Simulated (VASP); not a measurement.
# ZnS (F-43m) in VASP: notebook, part 2 of 2

VASP 6.6.1. Earlier steps stand in the parts before.

## Step 4: Relaxation of cell and atoms, PBE

Contents of INCAR:

```
ALGO = Normal
EDIFF = 1E-6
EDIFFG = -0.005
ENCUT = 600
GGA = PE
IBRION = 2
ISIF = 3
ISMEAR = 0
LASPH = T
LCHARG = F
LREAL = F
LWAVE = F
NELM = 60
NSW = 100
PREC = Accurate
SIGMA = 0.02
```

Contents of KPOINTS:

```
k-points
0
Gamma
  8 8 8
```

Contents of POSCAR:

```
ZnS
1.0
    0.0000000000      2.6936828773      2.6936828773
    2.6936828773      0.0000000000      2.6936828773
    2.6936828773      2.6936828773      0.0000000000
Zn S
1 1
Direct
    0.0000000000      0.0000000000      0.0000000000
    0.2500000000      0.2500000000      0.2500000000
```

Potentials or basis: VASP PAW PBE potentials, release 64 (Zn, S).

On the command line:

```console
cat potpaw_PBE.64/Zn/POTCAR potpaw_PBE.64/S/POTCAR > POTCAR
mpirun -np 1 vasp_std > vasp.out
```

OUTCAR:

```text
EDIFF = 1E-6
   EDIFFG = -0.005
   ENCUT = 600
   GGA = PE
   IBRION = 2
   ISIF = 3
   ISMEAR = 0
   LASPH = T
   LREAL = F
   NELM = 60
   NSW = 100
   PREC = Accurate

 ion  position               nearest neighbor table
   1  0.000  0.000  0.000-   2 2.33   2 2.33   2 2.33   2 2.33
   2  0.250  0.250  0.250-   1 2.33   1 2.33   1 2.33   1 2.33

  LATTYP: Found a face centered cubic cell.
 ALAT       =     5.3873657546

  Lattice vectors:

 A1 = (   0.0000000000,   2.6936828773,   2.6936828773)
 A2 = (   2.6936828773,   0.0000000000,   2.6936828773)
 A3 = (   2.6936828773,   2.6936828773,   0.0000000000)

Analysis of symmetry for initial positions (statically):
=====================================================================
 Subroutine PRICEL returns:
 Original cell was already a primitive cell.

 Routine SETGRP: Setting up the symmetry group for a
 face centered cubic supercell.

 Subroutine GETGRP returns: Found 24 space group operations
 (whereof 24 operations were pure point group operations)
 out of a pool of 48 trial point group operations.

The static configuration has the point symmetry T_d .

Analysis of symmetry for dynamics (positions and initial velocities):
=====================================================================
 Subroutine PRICEL returns:
 Original cell was already a primitive cell.

 Routine SETGRP: Setting up the symmetry group for a
 face centered cubic supercell.

 Subroutine GETGRP returns: Found 24 space group operations
 (whereof 24 operations were pure point group operations)
 out of a pool of 48 trial point group operations.

The dynamic configuration has the point symmetry T_d .

 Subroutine INISYM returns: Found 24 space group operations
 (whereof 24 operations are pure point group operations),
 and found     1 'primitive' translations

----------------------------------------------------------------------------------------

                                     Primitive cell

  volume of cell :      39.0903

  direct lattice vectors                    reciprocal lattice vectors
     0.000000000  2.693682877  2.693682877    -0.185619474  0.185619474  0.185619474
     2.693682877  0.000000000  2.693682877     0.185619474 -0.185619474  0.185619474
     2.693682877  2.693682877  0.000000000     0.185619474  0.185619474 -0.185619474

  length of vectors
     3.809442858  3.809442858  3.809442858     0.321502361  0.321502361  0.321502361

  position of ions in fractional coordinates (direct lattice)
     0.000000000  0.000000000  0.000000000
     0.250000000  0.250000000  0.250000000

  ion indices of the primitive-cell ions
   primitive index   ion index
                 1           1
                 2           2

----------------------------------------------------------------------------------------

 KPOINTS: k-points

Automatic generation of k-mesh.
 Grid dimensions read from file:
 generate k-points for:    8    8    8

 Generating k-lattice:

  Cartesian coordinates                     Fractional coordinates (reciprocal lattice)
    -0.023202434  0.023202434  0.023202434     0.125000000  0.000000000  0.000000000
     0.023202434 -0.023202434  0.023202434     0.000000000  0.125000000  0.000000000
     0.023202434  0.023202434 -0.023202434     0.000000000  0.000000000  0.125000000

  Length of vectors
[... 45 lines left out ...]
 SYSTEM =  unknown system
   PREC   = accura    normal or accurate (medium, high low for compatibility)
   ISTART =      0    job   : 0-new  1-cont  2-samecut
   ICHARG =      2    charge: 1-file 2-atom 10-const
   ISPIN  =      1    spin polarized calculation?
   LNONCOLLINEAR =      F non collinear calculations
   LSORBIT =      F    spin-orbit coupling
   LASPH  =      T    aspherical Exc in radial PAW
   ENCUT  =  600.0 eV  44.10 Ry    6.64 a.u.   7.61  7.61  7.61*2*pi/ulx,y,z
   NELM   =     60;   NELMIN=  2; NELMDL= -5     # of ELM steps
   EDIFF  = 0.1E-05   stopping-criterion for ELM
   LREAL  =      F    real-space projection
   EDIFFG = -.5E-02   stopping-criterion for IOM
   NSW    =    100    number of steps for IOM
   IBRION =      2    ionic relax: 0-MD 1-quasi-New 2-CG
   NFREE  =      1    steps in history (QN), initial steepest desc. (CG)
   ISIF   =      3    stress and relaxation
   ISYM   =      2    0-nonsym 1-usesym 2-fastsym
   POTIM  = 0.5000    time-step for ionic-motion
   TEBEG  =    0.0;   TEEND  =   0.0 temperature during run
   PSTRESS=    0.0 pullay stress
   NELECT =      18.0000    total number of electrons
   NUPDOWN=      -1.0000    fix difference up-down
   EMIN   =  10.00;   EMAX   =-10.00  energy-range for DOS
   EFERMI =   0.00;   METHOD = LEGACY
   ISMEAR =     0;   SIGMA  =   0.02  broadening in eV -4-tet -1-fermi 0-gaus
   EFERMI_NEDOS =   21; number of points for ismear=-14 and -15
   IALGO  =     38    algorithm
   IMIX   =      4    mixing-type and parameters
     AMIX     =   0.40;   BMIX     =  1.00
     AMIX_MAG =   1.60;   BMIX_MAG =  1.00
  volume/ion in A,a.u.               =      19.55       131.90
  Fermi-wavevector in a.u.,A,eV,Ry     =   1.264181  2.388955 21.744194  1.598153
  Thomas-Fermi vector in A             =   2.397499
   LORBIT       =      0    0 simple, 1 ext, 2 COOP (PROOUT), +10 PAW based schemes
   GGA     = PE    functional components
   LHFCALC =     F    Hartree Fock is set to
   AEXX    =    0.0000 exact exchange contribution
   IVDW    =     0    specifies the selected vdW correction
   LEPSILON=     F    determine dielectric tensor
   LRPA    =     F    only Hartree local field effects (RPA)
 conjugate gradient relaxation of ions
 non-spin polarized calculation
 Gauss-broadening in eV      SIGMA  =   0.02
  energy-cutoff  :      600.00
  volume of cell :       39.09
 maximum number of plane-waves:      1323
   NGX = 15   NGY = 15   NGZ = 15

--------------------------------------- Ionic step        1  -------------------------------------------

 number of electron      18.0000017 magnetization

 Free energy of the ion-electron system (eV)
  ---------------------------------------------------
  ext. energy  EPLUGINS =         0.00000000
  ---------------------------------------------------
  free energy    TOTEN  =        -6.84223429 eV

  energy without entropy =       -6.84223429  energy(sigma->0) =       -6.84223429

------------------------ aborting loop because EDIFF is reached ----------------------------------------

  FORCE on cell =-STRESS in cart. coord.  units (eV):
  Direction    XX          YY          ZZ          XY          YZ          ZX
  --------------------------------------------------------------------------------------
  -------------------------------------------------------------------------------------
  Total        0.6110651      0.6110651      0.6110651      0.0000000     -0.0000000      0.0000000
  in kB       25.0454415     25.0454415     25.0454415      0.0000000     -0.0000000      0.0000000
  external PRESSURE =      25.0454415 kB  Pullay stress =       0.0000000 kB
[... 95 lines left out ...]
--------------------------------------- Ionic step        4  -------------------------------------------

 number of electron      18.0000007 magnetization

 Free energy of the ion-electron system (eV)
  ---------------------------------------------------
  ext. energy  EPLUGINS =         0.00000000
  ---------------------------------------------------
  free energy    TOTEN  =        -6.85211164 eV

  energy without entropy =       -6.85211164  energy(sigma->0) =       -6.85211164

 E-fermi :   2.0331     XC(G=0):  -9.5143

 val. band max:        1.8797493777   @ k =   0.0000   0.0000   0.0000
 cond. band min:       3.8871225152   @ k =   0.0000   0.0000   0.0000
 fundamental gap:      2.0073731374
 Fermi energy:         2.0331013466

 k-point     1 :       0.0000    0.0000    0.0000
  band No.  band energies     occupation
      1     -11.0914      2.00000
      2      -4.3645      2.00000
      3      -4.3645      2.00000
      4      -4.3645      2.00000
      5      -3.8952      2.00000
      6      -3.8952      2.00000
      7       1.8797      2.00000
      8       1.8797      2.00000
      9       1.8797      2.00000
     10       3.8871      0.00000
     11       8.2920      0.00000
     12       8.2920      0.00000
     13       8.2920      0.00000
[... 354 lines left out ...]
  band No.  band energies     occupation
      1     -10.0639      2.00000
      2      -4.2408      2.00000
      3      -4.1887      2.00000
      4      -3.9419      2.00000
      5      -3.8828      2.00000
      6      -3.6380      2.00000
      7      -2.8627      2.00000
      8      -0.3845      2.00000
      9       0.4803      2.00000
     10       6.6673      0.00000
     11       7.8682      0.00000
     12       9.6714      0.00000
     13      10.8705      0.00000

 [... further k-points ...]
[... 5 lines left out ...]
  --------------------------------------------------------------------------------------
  -------------------------------------------------------------------------------------
  Total       -0.0081296     -0.0081296     -0.0081296     -0.0000000     -0.0000000      0.0000000
  in kB       -0.3220950     -0.3220950     -0.3220950     -0.0000000     -0.0000000      0.0000000
  external PRESSURE =      -0.3220950 kB  Pullay stress =       0.0000000 kB
[... 17 lines left out ...]
  FREE ENERGIE OF THE ION-ELECTRON SYSTEM (eV)
  ---------------------------------------------------
  free  energy   TOTEN  =        -6.8521116381 eV

  energy  without entropy=       -6.8521116381  energy(sigma->0) =       -6.85211164

 reached required accuracy - stopping structural energy minimisation
```

OSZICAR:

```text
N       E                     dE             d eps       ncg     rms          rms(c)
DAV:   1     0.931688327407E+02    0.93169E+02   -0.99363E+03   754   0.182E+03
DAV:   2    -0.565777554955E+00   -0.93735E+02   -0.89395E+02   789   0.304E+02
DAV:   3    -0.718339761655E+01   -0.66176E+01   -0.65832E+01   969   0.789E+01
[... 32 lines left out ...]
DAV:   2    -0.685213310888E+01    0.13139E-03   -0.46681E-04   894   0.662E-01    0.343E-02
DAV:   3    -0.685211691147E+01    0.16197E-04   -0.18365E-05   779   0.395E-02    0.154E-02
DAV:   4    -0.685211274693E+01    0.41645E-05   -0.17386E-06   705   0.215E-02    0.771E-03
DAV:   5    -0.685211165673E+01    0.10902E-05   -0.35038E-07   377   0.160E-02    0.115E-03
DAV:   6    -0.685211163811E+01    0.18625E-07   -0.41378E-07   377   0.869E-03
   4 F= -.68521116E+01 E0= -.68521116E+01  d E =-.987735E-02
```

CONTCAR:

```text
ZnS
   1.00000000000000
     0.0000000000000000    2.7243002051835132    2.7243002051835132
     2.7243002051835132   -0.0000000000000000    2.7243002051835132
     2.7243002051835132    2.7243002051835132   -0.0000000000000000
  Zn              S
     1     1
Direct
     0.0000000000000000    1.0000000000000000    1.0000000000000000
     0.2500000000000000    0.2500000000000000    0.2500000000000000

  0.00000000E+00  0.00000000E+00  0.00000000E+00
  0.00000000E+00  0.00000000E+00  0.00000000E+00
```

Wall time 1.8 min (1 thread of Intel Xeon 8259CL, shared host); peak memory 0.18 GiB.

What came out:

```
Free energy                            : -6.8521 eV
Relaxed volume                         : 20.22 Å³/atom
Relaxed cell                           : a = 3.853 Å, b = 3.853 Å, c = 3.853 Å, α = 60.00°, β = 60.00°, γ = 60.00°
Space group after relaxing (to 0.05 Å) : F-43m (No. 216)
Energy gained by relaxing              : 4.9 meV/atom
Ionic steps                            : 4
Pressure after relaxing                : 0.0 GPa
Band gap on the k mesh                 : 2.01 eV, direct
```

The path:
```tsv
step	energy change (eV)	largest force (eV/Å)	pressure (GPa)	volume (Å³)
1	0.0000	0.0000	2.50	39.09
2	-0.0089	0.0000	-0.72	40.84
3	-0.0099	0.0000	0.07	40.40
4	-0.0099	0.0000	-0.03	40.44
```

Final structure:
```yaml
crystal:
  lattice:
    - [0.00000, 2.72430, 2.72430]
    - [2.72430, 0.00000, 2.72430]
    - [2.72430, 2.72430, 0.00000]
  atoms:
    - { symbol: Zn, position: [0.00000, 0.00000, 0.00000] }
    - { symbol: S, position: [0.25000, 0.25000, 0.25000] }
```

Expect the measured gap to be larger: semilocal functionals such as PBE lack the derivative discontinuity.

## Step 5: Summary

| task | cell | k mesh | cutoff (eV) | smearing | gap on the mesh (eV) | pressure (GPa) |
| --- | --- | --- | --- | --- | --- | --- |
| single point | a = 3.809 Å, angles 60.0°, 2 atoms | 6 × 6 × 6 | 520 | gaussian 0.1 eV | 2.15 | 2.5 |
| single point | a = 3.848 Å, angles 60.0°, 2 atoms | 8 × 8 × 8 | 520 | gaussian 0.02 eV | 2.02 | 0.2 |
| relaxation of cell and atoms | relaxed from a = 3.809 Å, angles 60.0°, 2 atoms | 8 × 8 × 8 | 600 | gaussian 0.02 eV | 2.01 | 0.0 |

Alike in all rows: level PBE; potentials or basis VASP PAW PBE potentials, release 64 (Zn, S); no spin polarisation.

Total energies depend on the potentials used, so only differences within one code and one set of settings carry meaning.
